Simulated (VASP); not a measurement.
# SbW3 (Pmmn) in VASP: single point with r2SCAN

Aim: the single point of SbW3 with r2SCAN.

Everything below comes from runs of VASP 6.6.1. Logs are shortened: lines on timing, memory, paths and dates and some standing lists are left out, and cuts for length are marked.

**1. The cell of the first run**

Symmetry: Pmmn, No. 59, orthorhombic system. Conventional cell: a = 4.787 Å, b = 5.648 Å, c = 4.981 Å, α = 90.00°, β = 90.00°, γ = 90.00°. Within 3.7 Å of W (site symmetry m) lie 8 W at 2.81 to 2.93 Å and 4 Sb at 2.84 to 2.90 Å. W (site symmetry mm2) has 8 W at 2.81 to 2.91 Å and 4 Sb at 2.83 to 2.95 Å within 3.7 Å. Sb (site symmetry mm2) has 12 W at 2.83 to 2.95 Å within 3.7 Å.

**2. Single point, r2SCAN**

POSCAR reads:

```
SbW3
1.0
    5.6484378547      0.0000000000      0.0000000000
    0.0000000000      4.7869235637      0.0000000000
    0.0000000000      0.0000000000      4.9811741462
W Sb
6 2
Direct
   -0.0012316913      0.2500000000      0.6698196368
    0.5012316913      0.2500000000      0.6698196368
    0.4987683087      0.7500000000      0.3301803632
    0.0012316913      0.7500000000      0.3301803632
    0.2500000000      0.7500000000      0.8185815567
    0.7500000000      0.2500000000      0.1814184433
    0.2500000000      0.2500000000      0.1636063683
    0.7500000000      0.7500000000      0.8363936317
```

INCAR.step1 reads:

```
ALGO = Normal
EDIFF = 1E-4
ENCUT = 520
GGA = PE
ISMEAR = 0
LASPH = T
LCHARG = F
LREAL = F
LWAVE = T
NBANDS = 57
NELM = 100
PREC = Accurate
SIGMA = 0.0357
```

INCAR.step2 reads:

```
ALGO = Normal
EDIFF = 1E-6
ENCUT = 520
ISIF = 2
ISMEAR = 0
ISTART = 1
LASPH = T
LCHARG = F
LMIXTAU = T
LREAL = F
LWAVE = F
METAGGA = R2SCAN
NBANDS = 57
NELM = 100
PREC = Accurate
SIGMA = 0.0357
```

KPOINTS reads:

```
k-points
0
Gamma
  4 5 5
```

Potentials or basis: VASP PAW PBE potentials, release 64 (W_sv, Sb).

Command:

```sh
$ cat potpaw_PBE.64/W_sv/POTCAR potpaw_PBE.64/Sb/POTCAR > POTCAR
$ cp INCAR.step1 INCAR
$ mpirun -np 1 vasp_std > vasp.out
$ cp INCAR.step2 INCAR
$ mpirun -np 1 vasp_std > vasp.out
```

OUTCAR:

```text
EDIFF = 1E-6
   ENCUT = 520
   ISIF = 2
   ISMEAR = 0
   ISTART = 1
   LASPH = T
   LREAL = F
   METAGGA = R2SCAN
   NELM = 100
   PREC = Accurate

 ion  position               nearest neighbor table
   1  0.999  0.250  0.670-   6 2.81   2 2.81   2 2.84   7 2.84   5 2.88   5 2.88   7 2.89   8 2.90
                             8 2.90   6 2.91   4 2.93   4 2.93
   2  0.501  0.250  0.670-   6 2.81   1 2.81   1 2.84   7 2.84   5 2.88   5 2.88   7 2.89   8 2.90
                             8 2.90   6 2.91   3 2.93   3 2.93
   3  0.499  0.750  0.330-   5 2.81   4 2.81   4 2.84   8 2.84   6 2.88   6 2.88   8 2.89   7 2.90
                             7 2.90   5 2.91   2 2.93   2 2.93
   4  0.001  0.750  0.330-   5 2.81   3 2.81   3 2.84   8 2.84   6 2.88   6 2.88   8 2.89   7 2.90
                             7 2.90   5 2.91   1 2.93   1 2.93
   5  0.250  0.750  0.819-   3 2.81   4 2.81   8 2.83   8 2.83   1 2.88   1 2.88   2 2.88   2 2.88
                             3 2.91   4 2.91   7 2.95   7 2.95
   6  0.750  0.250  0.181-   1 2.81   2 2.81   7 2.83   7 2.83   3 2.88   3 2.88   4 2.88   4 2.88
                             2 2.91   1 2.91   8 2.95   8 2.95
   7  0.250  0.250  0.164-   6 2.83   6 2.83   1 2.84   2 2.84   1 2.89   2 2.89   3 2.90   3 2.90
                             4 2.90   4 2.90   5 2.95   5 2.95
   8  0.750  0.750  0.836-   5 2.83   5 2.83   3 2.84   4 2.84   4 2.89   3 2.89   1 2.90   1 2.90
                             2 2.90   2 2.90   6 2.95   6 2.95

  LATTYP: Found a simple orthorhombic cell.
 ALAT       =     4.7869235637
 B/A-ratio  =     1.0405794201
 C/A-ratio  =     1.1799724352

  Lattice vectors:

 A1 = (   0.0000000000,   4.7869235637,   0.0000000000)
 A2 = (   0.0000000000,   0.0000000000,   4.9811741462)
 A3 = (   5.6484378547,   0.0000000000,   0.0000000000)

Analysis of symmetry for initial positions (statically):
=====================================================================
 Subroutine PRICEL returns:
 Original cell was already a primitive cell.

 Routine SETGRP: Setting up the symmetry group for a
 simple orthorhombic supercell.

 Subroutine GETGRP returns: Found  8 space group operations
 (whereof  2 operations were pure point group operations)
 out of a pool of  8 trial point group operations.

The static configuration has the point symmetry S_2 .
 The point group associated with its full space group is D_2h.

Analysis of symmetry for dynamics (positions and initial velocities):
=====================================================================
 Subroutine PRICEL returns:
 Original cell was already a primitive cell.

 Routine SETGRP: Setting up the symmetry group for a
 simple orthorhombic supercell.

 Subroutine GETGRP returns: Found  8 space group operations
 (whereof  2 operations were pure point group operations)
 out of a pool of  8 trial point group operations.

The dynamic configuration has the point symmetry S_2 .
 The point group associated with its full space group is D_2h.

 Subroutine INISYM returns: Found  8 space group operations
 (whereof  2 operations are pure point group operations),
 and found     1 'primitive' translations

----------------------------------------------------------------------------------------

                                     Primitive cell

  volume of cell :     134.6842

  direct lattice vectors                    reciprocal lattice vectors
     5.648437855  0.000000000  0.000000000     0.177040100  0.000000000  0.000000000
     0.000000000  4.786923564  0.000000000     0.000000000  0.208902437  0.000000000
     0.000000000  0.000000000  4.981174146     0.000000000  0.000000000  0.200755880

  length of vectors
     5.648437855  4.786923564  4.981174146     0.177040100  0.208902437  0.200755880

  position of ions in fractional coordinates (direct lattice)
     0.998768309  0.250000000  0.669819637
     0.501231691  0.250000000  0.669819637
     0.498768309  0.750000000  0.330180363
     0.001231691  0.750000000  0.330180363
     0.250000000  0.750000000  0.818581557
     0.750000000  0.250000000  0.181418443
     0.250000000  0.250000000  0.163606368
     0.750000000  0.750000000  0.836393632

  ion indices of the primitive-cell ions
   primitive index   ion index
                 1           1
                 2           2
                 3           3
                 4           4
                 5           5
                 6           6
                 7           7
                 8           8

----------------------------------------------------------------------------------------

 KPOINTS: k-points

Automatic generation of k-mesh.
 Grid dimensions read from file:
 generate k-points for:    4    5    5

 Generating k-lattice:

  Cartesian coordinates                     Fractional coordinates (reciprocal lattice)
     0.044260025  0.000000000  0.000000000     0.250000000  0.000000000  0.000000000
     0.000000000  0.041780487  0.000000000     0.000000000  0.200000000  0.000000000
     0.000000000  0.000000000  0.040151176     0.000000000  0.000000000  0.200000000

  Length of vectors
     0.044260025  0.041780487  0.040151176

  Shift w.r.t. Gamma in fractional coordinates (k-lattice)
     0.000000000  0.000000000  0.000000000

 Subroutine IBZKPT returns following result:
 ===========================================

 Found     27 irreducible k-points:

 Following reciprocal coordinates:
            Coordinates               Weight
  0.000000  0.000000  0.000000      1.000000
  0.250000  0.000000  0.000000      2.000000
  0.500000  0.000000  0.000000      1.000000
  0.000000  0.200000  0.000000      2.000000
  0.250000  0.200000  0.000000      4.000000
  0.500000  0.200000  0.000000      2.000000
[... 16 lines left out ...]
  0.250000  0.200000  0.400000      8.000000
  0.500000  0.200000  0.400000      4.000000
 [... further k-points ...]
   k-points           NKPTS =     27   k-points in BZ     NKDIM =     27   number of bands    NBANDS=     57
   number of dos      NEDOS =    301   number of ions     NIONS =      8
   total plane-waves  NPLWV =  60480
   dimension x,y,z NGX =    42 NGY =   36 NGZ =   40
   dimension x,y,z NGXF=    84 NGYF=   72 NGZF=   80
   ions per type =               6   2
   NGX,Y,Z   is equivalent  to a cutoff of  12.36, 12.50, 13.35 a.u.
   NGXF,Y,Z  is equivalent  to a cutoff of  24.72, 25.01, 26.70 a.u.
 SYSTEM =  unknown system
   PREC   = accura    normal or accurate (medium, high low for compatibility)
   ISTART =      1    job   : 0-new  1-cont  2-samecut
   ICHARG =      0    charge: 1-file 2-atom 10-const
   ISPIN  =      1    spin polarized calculation?
   LNONCOLLINEAR =      F non collinear calculations
   LSORBIT =      F    spin-orbit coupling
   LASPH  =      T    aspherical Exc in radial PAW
   ENCUT  =  520.0 eV  38.22 Ry    6.18 a.u.  10.50  8.90  9.26*2*pi/ulx,y,z
   NELM   =    100;   NELMIN=  2; NELMDL=  0     # of ELM steps
   EDIFF  = 0.1E-05   stopping-criterion for ELM
   LREAL  =      F    real-space projection
   EDIFFG = 0.1E-04   stopping-criterion for IOM
   NSW    =      0    number of steps for IOM
   IBRION =     -1    ionic relax: 0-MD 1-quasi-New 2-CG
   NFREE  =      0    steps in history (QN), initial steepest desc. (CG)
   ISIF   =      2    stress and relaxation
   ISYM   =      2    0-nonsym 1-usesym 2-fastsym
   POTIM  = 0.5000    time-step for ionic-motion
   TEBEG  =    0.0;   TEEND  =   0.0 temperature during run
   PSTRESS=    0.0 pullay stress
   NELECT =      94.0000    total number of electrons
   NUPDOWN=      -1.0000    fix difference up-down
   EMIN   =  10.00;   EMAX   =-10.00  energy-range for DOS
   EFERMI =   0.00;   METHOD = LEGACY
   ISMEAR =     0;   SIGMA  =   0.04  broadening in eV -4-tet -1-fermi 0-gaus
   EFERMI_NEDOS =   21; number of points for ismear=-14 and -15
   IALGO  =     38    algorithm
   IMIX   =      4    mixing-type and parameters
     AMIX     =   0.40;   BMIX     =  1.00
     AMIX_MAG =   1.60;   BMIX_MAG =  1.00
  volume/ion in A,a.u.               =      16.84       113.61
  Fermi-wavevector in a.u.,A,eV,Ry     =   1.452151  2.744168 28.691203  2.108744
  Thomas-Fermi vector in A             =   2.569566
   LORBIT       =      0    0 simple, 1 ext, 2 COOP (PROOUT), +10 PAW based schemes
   METAGGA = R2SCAN    functional components
   LHFCALC =     F    Hartree Fock is set to
   AEXX    =    0.0000 exact exchange contribution
   IVDW    =     0    specifies the selected vdW correction
   LEPSILON=     F    determine dielectric tensor
   LRPA    =     F    only Hartree local field effects (RPA)
 non-spin polarized calculation
 Gauss-broadening in eV      SIGMA  =   0.04
  energy-cutoff  :      520.00
  volume of cell :      134.68
 maximum number of plane-waves:      3651
   NGX = 21   NGY = 17   NGZ = 19

 number of electron      93.9999986 magnetization

 Free energy of the ion-electron system (eV)
  ---------------------------------------------------
  ext. energy  EPLUGINS =         0.00000000
  ---------------------------------------------------
  free energy    TOTEN  =      -354.70606415 eV

  energy without entropy =     -354.70427671  energy(sigma->0) =     -354.70517043

 E-fermi :  11.9811     XC(G=0): -14.1765

 val. band max:       11.9529930810   @ k =   0.2500   0.4000   0.0000
 cond. band min:      12.0018967308   @ k =   0.2500   0.0000   0.0000
 fundamental gap:      0.0489036498
 Fermi energy:        11.9811223297

 k-point     1 :       0.0000    0.0000    0.0000
  band No.  band energies     occupation
      1     -64.0976      2.00000
      2     -64.0625      2.00000
      3     -63.9857      2.00000
      4     -63.9799      2.00000
      5     -63.9687      2.00000
      6     -63.9403      2.00000
[... 49 lines left out ...]
     56      14.3516      0.00000
     57      14.4173      0.00000

 k-point     2 :       0.2500    0.0000    0.0000
  band No.  band energies     occupation
      1     -64.0921      2.00000
      2     -64.0672      2.00000
      3     -63.9791      2.00000
      4     -63.9787      2.00000
      5     -63.9708      2.00000
      6     -63.9470      2.00000
[... 49 lines left out ...]
     56      14.0998      0.00000
     57      14.2965      0.00000
[... 1258 lines left out ...]
     56      14.5584      0.00000
     57      14.8421      0.00000

 k-point    24 :       0.5000    0.2000    0.4000
  band No.  band energies     occupation
      1     -64.0690      2.00000
      2     -64.0690      2.00000
      3     -63.9842      2.00000
      4     -63.9842      2.00000
      5     -63.9644      2.00000
      6     -63.9644      2.00000
[... 49 lines left out ...]
     56      14.6142      0.00000
     57      14.9756      0.00000

 [... further k-points ...]
[... 5 lines left out ...]
  --------------------------------------------------------------------------------------
  -------------------------------------------------------------------------------------
  Total        0.6555257      0.6875981      0.5984851      0.0000000      0.0000000      0.0000000
  in kB        7.7980088      8.1795357      7.1194650      0.0000000      0.0000000      0.0000000
  external PRESSURE =       7.6990032 kB  Pullay stress =       0.0000000 kB

 VOLUME and BASIS-vectors are now :
 -----------------------------------------------------------------------------
  energy-cutoff  :      520.00
  volume of cell :      134.68
      direct lattice vectors                 reciprocal lattice vectors
     5.648437855  0.000000000  0.000000000     0.177040100  0.000000000  0.000000000
     0.000000000  4.786923564  0.000000000     0.000000000  0.208902437  0.000000000
     0.000000000  0.000000000  4.981174146     0.000000000  0.000000000  0.200755880

 POSITION                                       TOTAL-FORCE (eV/Angst)
 -----------------------------------------------------------------------------------
      5.64148      1.19673      3.33649        -0.000569     -0.000000      0.010824
      2.83118      1.19673      3.33649         0.000569     -0.000000      0.010824
      2.81726      3.59019      1.64469        -0.000569      0.000000     -0.010824
      0.00696      3.59019      1.64469         0.000569      0.000000     -0.010824
      1.41211      3.59019      4.07750         0.000000      0.000000     -0.002126
      4.23633      1.19673      0.90368         0.000000      0.000000      0.002126
      1.41211      1.19673      0.81495         0.000000      0.000000     -0.004793
      4.23633      3.59019      4.16622         0.000000      0.000000      0.004793
 -----------------------------------------------------------------------------------
    total drift:                                0.000000      0.000000      0.000000

  FREE ENERGIE OF THE ION-ELECTRON SYSTEM (eV)
  ---------------------------------------------------
  free  energy   TOTEN  =      -354.7060641481 eV

  energy  without entropy=     -354.7042767134  energy(sigma->0) =     -354.70517043
```

It took 23 min on 1 thread of Intel Xeon 8259CL, shared host; peak memory 0.35 GiB.

Results:

```
Free energy            : -354.7061 eV
Pressure               : 0.8 GPa
Largest force          : 0.011 eV/Å
Band gap on the k mesh : zero (bands 47 and 48 overlap by 0.78 eV)
```

Forces on the atoms (eV/Å):
```
W   -0.001  0.000  0.011
W    0.001  0.000  0.011
W   -0.001  0.000 -0.011
W    0.001  0.000 -0.011
W    0.000  0.000 -0.002
W    0.000  0.000  0.002
Sb   0.000  0.000 -0.005
Sb   0.000  0.000  0.005
```

Caveat: the PAW data sets were made with another functional, which shifts forces and pressure a little; spin-orbit coupling is left out, which moves the levels of the heavy elements.
